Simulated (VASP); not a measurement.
# Cu (Fm-3m) in VASP: further runs

Runs on Cu. Level: LDA. Tasks: single point, relaxation of cell and atoms.

All numbers are computed with VASP 6.6.1; they aren't measurements. Logs are shortened: lines on timing, memory, paths and dates and some standing lists are left out, and cuts for length are marked.

### Step 1. The cell of the first run

Symmetry: Fm-3m, No. 225, cubic system. Conventional cell: a = 3.519 Å, b = 3.519 Å, c = 3.519 Å, α = 90.00°, β = 90.00°, γ = 90.00°. Within 3.3 Å of Cu (site symmetry m-3m) lie 12 Cu at 2.49 Å.

### Step 2. Single point, LDA

File INCAR:

```
PREC = Accurate ; ENCUT = 520
EDIFF = 1E-6 ; ISMEAR = 0
SIGMA = 0.1 ; LREAL = F
LASPH = T ; NELM = 60
ALGO = Normal ; ISIF = 2
LWAVE = F ; LCHARG = T
GGA = CA ; LELF = T
LVHAR = T ; NBANDS = 12
```

File KPOINTS:

```
Automatic mesh
0
Gamma
  20 20 20
```

File POSCAR:

```
Cu
1.0
    0.0000000000      1.7593189925      1.7593189925
    1.7593189925      0.0000000000      1.7593189925
    1.7593189925      1.7593189925      0.0000000000
Cu
1
Direct
    0.0000000000      0.0000000000      0.0000000000
```

Potentials or basis: VASP PAW LDA potentials, release 64 (Cu).

The run is started by

```console
cat potpaw_LDA.64/Cu/POTCAR > POTCAR
mpirun -np 1 vasp_std > vasp.out
```

OUTCAR:

```text
PREC = Accurate
   ENCUT = 520
   EDIFF = 1E-6
   ISMEAR = 0
   LREAL = F
   LASPH = T
   NELM = 60
   ISIF = 2
   GGA = CA

 ion  position               nearest neighbor table
   1  0.000  0.000  0.000-

  LATTYP: Found a face centered cubic cell.
 ALAT       =     3.5186379850

  Lattice vectors:

 A1 = (   0.0000000000,   1.7593189925,   1.7593189925)
 A2 = (   1.7593189925,   0.0000000000,   1.7593189925)
 A3 = (   1.7593189925,   1.7593189925,   0.0000000000)

Analysis of symmetry for initial positions (statically):
=====================================================================
 Subroutine PRICEL returns:
 Original cell was already a primitive cell.

 Routine SETGRP: Setting up the symmetry group for a
 face centered cubic supercell.

 Subroutine GETGRP returns: Found 48 space group operations
 (whereof 48 operations were pure point group operations)
 out of a pool of 48 trial point group operations.

The static configuration has the point symmetry O_h .

Analysis of symmetry for dynamics (positions and initial velocities):
=====================================================================
 Subroutine PRICEL returns:
 Original cell was already a primitive cell.

 Routine SETGRP: Setting up the symmetry group for a
 face centered cubic supercell.

 Subroutine GETGRP returns: Found 48 space group operations
 (whereof 48 operations were pure point group operations)
 out of a pool of 48 trial point group operations.

The dynamic configuration has the point symmetry O_h .

 Subroutine INISYM returns: Found 48 space group operations
 (whereof 48 operations are pure point group operations),
 and found     1 'primitive' translations

----------------------------------------------------------------------------------------

                                     Primitive cell

  volume of cell :      10.8909

  direct lattice vectors                    reciprocal lattice vectors
     0.000000000  1.759318992  1.759318992    -0.284200877  0.284200877  0.284200877
     1.759318992  0.000000000  1.759318992     0.284200877 -0.284200877  0.284200877
     1.759318992  1.759318992  0.000000000     0.284200877  0.284200877 -0.284200877

  length of vectors
     2.488052780  2.488052780  2.488052780     0.492250358  0.492250358  0.492250358

  position of ions in fractional coordinates (direct lattice)
     0.000000000  0.000000000  0.000000000

  ion indices of the primitive-cell ions
   primitive index   ion index
                 1           1

----------------------------------------------------------------------------------------

 KPOINTS: Automatic mesh

Automatic generation of k-mesh.
 Grid dimensions read from file:
 generate k-points for:   20   20   20

 Generating k-lattice:

  Cartesian coordinates                     Fractional coordinates (reciprocal lattice)
    -0.014210044  0.014210044  0.014210044     0.050000000  0.000000000  0.000000000
     0.014210044 -0.014210044  0.014210044     0.000000000  0.050000000  0.000000000
     0.014210044  0.014210044 -0.014210044     0.000000000  0.000000000  0.050000000

  Length of vectors
     0.024612518  0.024612518  0.024612518

  Shift w.r.t. Gamma in fractional coordinates (k-lattice)
     0.000000000  0.000000000  0.000000000

 Subroutine IBZKPT returns following result:
 ===========================================

 Found    256 irreducible k-points:

 Following reciprocal coordinates:
            Coordinates               Weight
  0.000000  0.000000  0.000000      1.000000
  0.050000  0.000000  0.000000      8.000000
  0.100000  0.000000  0.000000      8.000000
  0.150000  0.000000  0.000000      8.000000
  0.200000  0.000000  0.000000      8.000000
  0.250000  0.000000  0.000000      8.000000
[... 16 lines left out ...]
 -0.400000  0.050000  0.000000     24.000000
 -0.350000  0.050000  0.000000     24.000000
 [... further k-points ...]
   k-points           NKPTS =    256   k-points in BZ     NKDIM =    256   number of bands    NBANDS=     12
   number of dos      NEDOS =    301   number of ions     NIONS =      1
   total plane-waves  NPLWV =   8000
   dimension x,y,z NGX =    20 NGY =   20 NGZ =   20
   dimension x,y,z NGXF=    40 NGYF=   40 NGZF=   40
   ions per type =               1
   NGX,Y,Z   is equivalent  to a cutoff of  13.36, 13.36, 13.36 a.u.
   NGXF,Y,Z  is equivalent  to a cutoff of  26.73, 26.73, 26.73 a.u.
 SYSTEM =  unknown system
   PREC   = accura    normal or accurate (medium, high low for compatibility)
   ISTART =      0    job   : 0-new  1-cont  2-samecut
   ICHARG =      2    charge: 1-file 2-atom 10-const
   ISPIN  =      1    spin polarized calculation?
   LNONCOLLINEAR =      F non collinear calculations
   LSORBIT =      F    spin-orbit coupling
   LASPH  =      T    aspherical Exc in radial PAW
   ENCUT  =  520.0 eV  38.22 Ry    6.18 a.u.   4.63  4.63  4.63*2*pi/ulx,y,z
   NELM   =     60;   NELMIN=  2; NELMDL= -5     # of ELM steps
   EDIFF  = 0.1E-05   stopping-criterion for ELM
   LREAL  =      F    real-space projection
   EDIFFG = 0.1E-04   stopping-criterion for IOM
   NSW    =      0    number of steps for IOM
   IBRION =     -1    ionic relax: 0-MD 1-quasi-New 2-CG
   NFREE  =      0    steps in history (QN), initial steepest desc. (CG)
   ISIF   =      2    stress and relaxation
   ISYM   =      2    0-nonsym 1-usesym 2-fastsym
   POTIM  = 0.5000    time-step for ionic-motion
   TEBEG  =    0.0;   TEEND  =   0.0 temperature during run
   PSTRESS=    0.0 pullay stress
   NELECT =      11.0000    total number of electrons
   NUPDOWN=      -1.0000    fix difference up-down
   EMIN   =  10.00;   EMAX   =-10.00  energy-range for DOS
   EFERMI =   0.00;   METHOD = LEGACY
   ISMEAR =     0;   SIGMA  =   0.10  broadening in eV -4-tet -1-fermi 0-gaus
   EFERMI_NEDOS =   21; number of points for ismear=-14 and -15
   IALGO  =     38    algorithm
   IMIX   =      4    mixing-type and parameters
     AMIX     =   0.40;   BMIX     =  1.00
     AMIX_MAG =   1.60;   BMIX_MAG =  1.00
  volume/ion in A,a.u.               =      10.89        73.50
  Fermi-wavevector in a.u.,A,eV,Ry     =   1.642547  3.103964 36.707983  2.697961
  Thomas-Fermi vector in A             =   2.732831
   LORBIT       =      0    0 simple, 1 ext, 2 COOP (PROOUT), +10 PAW based schemes
   GGA     = CA    functional components
   LHFCALC =     F    Hartree Fock is set to
   AEXX    =    0.0000 exact exchange contribution
   IVDW    =     0    specifies the selected vdW correction
   LEPSILON=     F    determine dielectric tensor
   LRPA    =     F    only Hartree local field effects (RPA)
 non-spin polarized calculation
 Gauss-broadening in eV      SIGMA  =   0.10
  energy-cutoff  :      520.00
  volume of cell :       10.89
 maximum number of plane-waves:       305
   NGX =  9   NGY =  9   NGZ =  9

 number of electron      10.9999998 magnetization

 Free energy of the ion-electron system (eV)
  ---------------------------------------------------
  ext. energy  EPLUGINS =         0.00000000
  ---------------------------------------------------
  free energy    TOTEN  =        -4.70905187 eV

  energy without entropy =       -4.70780213  energy(sigma->0) =       -4.70842700

 E-fermi :   8.3742     XC(G=0): -13.5830

 val. band max:        8.3179656129   @ k =   0.4500   0.3000   0.0000
 cond. band min:       8.3847623879   @ k =   0.5000   0.2500   0.1000
 fundamental gap:      0.0667967750
 Fermi energy:         8.3741609222

 k-point     1 :       0.0000    0.0000    0.0000
  band No.  band energies     occupation
      1      -1.5833      2.00000
      2       5.0662      2.00000
      3       5.0662      2.00000
      4       5.0662      2.00000
      5       6.0159      2.00000
      6       6.0159      2.00000
      7      31.7185      0.00000
      8      34.8372      0.00000
      9      34.8372      0.00000
     10      34.8372      0.00000
     11      37.4552      0.00000
     12      37.4552      0.00000

 k-point     2 :       0.0500    0.0000    0.0000
  band No.  band energies     occupation
      1      -1.4866      2.00000
      2       5.0437      2.00000
      3       5.0860      2.00000
      4       5.0860      2.00000
      5       6.0077      2.00000
      6       6.0077      2.00000
      7      31.2862      0.00000
      8      33.5127      0.00000
      9      34.5328      0.00000
     10      34.5328      0.00000
     11      37.8884      0.00000
     12      37.8884      0.00000

 k-point     3 :       0.1000    0.0000    0.0000
  band No.  band energies     occupation
      1      -1.1994      2.00000
      2       4.9817      2.00000
      3       5.1391      2.00000
      4       5.1391      2.00000
      5       5.9893      2.00000
      6       5.9893      2.00000
      7      29.3804      0.00000
      8      32.6661      0.00000
      9      33.9369      0.00000
     10      33.9369      0.00000
     11      38.8297      0.00000
     12      38.8297      0.00000

 k-point     4 :       0.1500    0.0000    0.0000
  band No.  band energies     occupation
      1      -0.7313      2.00000
      2       4.8957      2.00000
      3       5.2050      2.00000
      4       5.2050      2.00000
      5       5.9801      2.00000
      6       5.9801      2.00000
      7      26.7701      0.00000
      8      32.3861      0.00000
      9      33.3373      0.00000
     10      33.3373      0.00000
     11      39.3013      0.00000
     12      39.6963      0.00000

 k-point     5 :       0.2000    0.0000    0.0000
  band No.  band energies     occupation
      1      -0.1019      2.00000
      2       4.8129      2.00000
      3       5.2494      2.00000
      4       5.2494      2.00000
      5       6.0117      2.00000
      6       6.0117      2.00000
      7      24.1094      0.00000
      8      32.0926      0.00000
      9      32.8164      0.00000
     10      32.8164      0.00000
     11      39.3187      0.00000
     12      39.3600      0.00000

 k-point     6 :       0.2500    0.0000    0.0000
  band No.  band energies     occupation
      1       0.6489      2.00000
      2       4.7782      2.00000
      3       5.2458      2.00000
      4       5.2458      2.00000
      5       6.1057      2.00000
      6       6.1057      2.00000
      7      21.5296      0.00000
      8      31.7041      0.00000
      9      32.3935      0.00000
     10      32.3935      0.00000
     11      38.2010      0.00000
     12      38.2010      0.00000

 k-point     7 :       0.3000    0.0000    0.0000
  band No.  band energies     occupation
      1       1.4405      2.00000
      2       4.8704      2.00000
      3       5.2012      2.00000
      4       5.2012      2.00000
      5       6.2474      2.00000
      6       6.2474      2.00000
      7      19.0810      0.00000
      8      31.2624      0.00000
      9      32.0704      0.00000
     10      32.0704      0.00000
     11      37.0390      0.00000
     12      37.0390      0.00000

 k-point     8 :       0.3500    0.0000    0.0000
  band No.  band energies     occupation
      1       2.1255      2.00000
      2       5.1405      2.00000
      3       5.1405      2.00000
      4       5.2177      2.00000
      5       6.4018      2.00000
      6       6.4018      2.00000
      7      16.8091      0.00000
      8      30.8390      0.00000
      9      31.8416      0.00000
     10      31.8416      0.00000
     11      36.0519      0.00000
     12      36.0519      0.00000
[... 166 lines left out ...]
 k-point    20 :       0.4500    0.0500    0.0000
  band No.  band energies     occupation
      1       2.7635      2.00000
      2       5.0174      2.00000
      3       5.0932      2.00000
      4       5.9810      2.00000
      5       6.6398      2.00000
      6       7.1222      2.00000
      7      13.7115      0.00000
      8      29.7868      0.00000
      9      30.4619      0.00000
     10      31.3342      0.00000
     11      35.6337      0.00000
     12      36.1399      0.00000

 k-point    21 :       0.5000    0.0500    0.0000
  band No.  band energies     occupation
      1       2.8514      2.00000
      2       4.9969      2.00000
      3       5.0676      2.00000
      4       6.2325      2.00000
      5       6.6618      2.00000
      6       7.6243      2.00000
      7      12.6525      0.00000
      8      29.5270      0.00000
      9      30.7978      0.00000
     10      30.9722      0.00000
     11      35.5651      0.00000
     12      35.7553      0.00000

 k-point    22 :      -0.4500    0.0500    0.0000
  band No.  band energies     occupation
      1       2.8356      2.00000
      2       5.0059      2.00000
      3       5.0682      2.00000
      4       6.2086      2.00000
      5       6.6194      2.00000
      6       7.5094      2.00000
      7      12.8882      0.00000
      8      29.2950      0.00000
      9      30.9120      0.00000
     10      31.3191      0.00000
     11      35.1737      0.00000
     12      36.0260      0.00000

 k-point    23 :      -0.4000    0.0500    0.0000
  band No.  band energies     occupation
      1       2.7026      2.00000
      2       5.0424      2.00000
      3       5.0955      2.00000
      4       5.8598      2.00000
      5       6.5172      2.00000
      6       7.0079      2.00000
      7      14.2493      0.00000
      8      29.1424      0.00000
      9      31.1074      0.00000
     10      32.0035      0.00000
     11      34.9835      0.00000
     12      36.4241      0.00000

 k-point    24 :      -0.3500    0.0500    0.0000
  band No.  band energies     occupation
      1       2.3656      2.00000
      2       5.0996      2.00000
      3       5.1455      2.00000
      4       5.2853      2.00000
      5       6.3694      2.00000
      6       6.6858      2.00000
      7      16.1616      0.00000
      8      29.1098      0.00000
      9      31.4993      0.00000
     10      32.7791      0.00000
     11      35.0532      0.00000
     12      36.9002      0.00000

 [... further k-points ...]
[... 5 lines left out ...]
  --------------------------------------------------------------------------------------
  -------------------------------------------------------------------------------------
  Total        0.0554727      0.0554727      0.0554727      0.0000000     -0.0000000      0.0000000
  in kB        8.1606777      8.1606777      8.1606777      0.0000000     -0.0000000      0.0000000
  external PRESSURE =       8.1606777 kB  Pullay stress =       0.0000000 kB

 VOLUME and BASIS-vectors are now :
 -----------------------------------------------------------------------------
  energy-cutoff  :      520.00
  volume of cell :       10.89
      direct lattice vectors                 reciprocal lattice vectors
     0.000000000  1.759318992  1.759318992    -0.284200877  0.284200877  0.284200877
     1.759318992  0.000000000  1.759318992     0.284200877 -0.284200877  0.284200877
     1.759318992  1.759318992  0.000000000     0.284200877  0.284200877 -0.284200877

 POSITION                                       TOTAL-FORCE (eV/Angst)
 -----------------------------------------------------------------------------------
      0.00000      0.00000      0.00000         0.000000      0.000000      0.000000
 -----------------------------------------------------------------------------------
    total drift:                                0.000000      0.000000      0.000000

  FREE ENERGIE OF THE ION-ELECTRON SYSTEM (eV)
  ---------------------------------------------------
  free  energy   TOTEN  =        -4.7090518703 eV

  energy  without entropy=       -4.7078021321  energy(sigma->0) =       -4.70842700
```

Run time: 19 s. Hardware: 1 thread of Intel Xeon Platinum 8375C at 2.90GHz (Ice Lake), shared host; peak memory 0.14 GiB.

What came out:

```yaml
Free_energy: -4.7091 eV
Pressure: 0.8 GPa
```

[end of part 1 of 2]
